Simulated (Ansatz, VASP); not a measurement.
## One calculation of AlN, two programs

File POSCAR:

```
AlN
1.0
    0.0000000000      1.9345578599      1.9345578599
    1.9345578599      0.0000000000      1.9345578599
    1.9345578599      1.9345578599      0.0000000000
Al N
1 1
Direct
    0.5000000000      0.5000000000      0.5000000000
    0.0000000000      0.0000000000      0.0000000000
```

The input INCAR.step1:

```
ALGO     = Normal         # electronic algorithm
EDIFF    = 1E-4           # SCF threshold, eV
ENCUT    = 520            # plane-wave cutoff, eV
GGA      = PE             # functional
ISMEAR   = 0              # smearing method
LASPH    = T              # aspherical terms in the spheres
LCHARG   = F              # write CHGCAR
LREAL    = F              # projectors in reciprocal space
LWAVE    = T              # write WAVECAR
NBANDS   = 11             # bands
NELM     = 80             # most SCF steps
PREC     = Accurate       # precision mode
SIGMA    = 0.05           # smearing width, eV
```

File INCAR.step2:

```
ALGO     = Normal         # electronic algorithm
EDIFF    = 1E-7           # SCF threshold, eV
ENCUT    = 520            # plane-wave cutoff, eV
ISIF     = 2              # what is computed and relaxed
ISMEAR   = 0              # smearing method
ISTART   = 1            
LASPH    = T              # aspherical terms in the spheres
LCHARG   = F              # write CHGCAR
LMIXTAU  = T            
LREAL    = F              # projectors in reciprocal space
LWAVE    = F              # write WAVECAR
METAGGA  = R2SCAN         # meta-GGA
NBANDS   = 11             # bands
NELM     = 80             # most SCF steps
PREC     = Accurate       # precision mode
SIGMA    = 0.05           # smearing width, eV
```

KPOINTS

```
k-points
0
Gamma
  10 10 10
```

Input for Ansatz:

```yaml
crystal:
  lattice:
    - [0.0, 1.9345578599, 1.9345578599]
    - [1.9345578599, 0.0, 1.9345578599]
    - [1.9345578599, 1.9345578599, 0.0]
  atoms:
    - { symbol: Al, position: [0.5, 0.5, 0.5] }
    - { symbol: "N", position: [0.0, 0.0, 0.0] }
basis:
  ecutwfc: 500
  ecutrho_ratio: 4
kpoints:
  mp_grid: { grid: [10, 10, 10] }
hamiltonian:
  xc: r2scan
scf:
  occupations: { method: gaussian, width: 0.05 }
output:
  forces: true
  stress: true
  eigenvalues: true
```

Alike in both runs: task single point; functional r2SCAN; k mesh 10 × 10 × 10; occupations gaussian, width 0.05 eV; no spin polarisation.

|  | VASP | Ansatz |
| --- | --- | --- |
| version | VASP 6.6.1 | Ansatz 0.2.0 |
| potentials or method | VASP PAW PBE potentials, release 64 (Al, N), cutoff 520 eV | scalar-relativistic, plane waves, PAW |
| valence electrons in the cell | 8 | 8 |

VASP gave:

```
gap on the k mesh at the Fermi level (eV) : 5.73
least direct gap on the mesh (eV)         : 8.64
```

Task: Which values does Ansatz return?

Result: gap on the k mesh at the Fermi level (eV): 5.77; least direct gap on the mesh (eV): 8.57.

VASP's potentials were made for PBE, not for r2SCAN. The functional is the same, so the differences come from potentials, cutoffs and numerics.
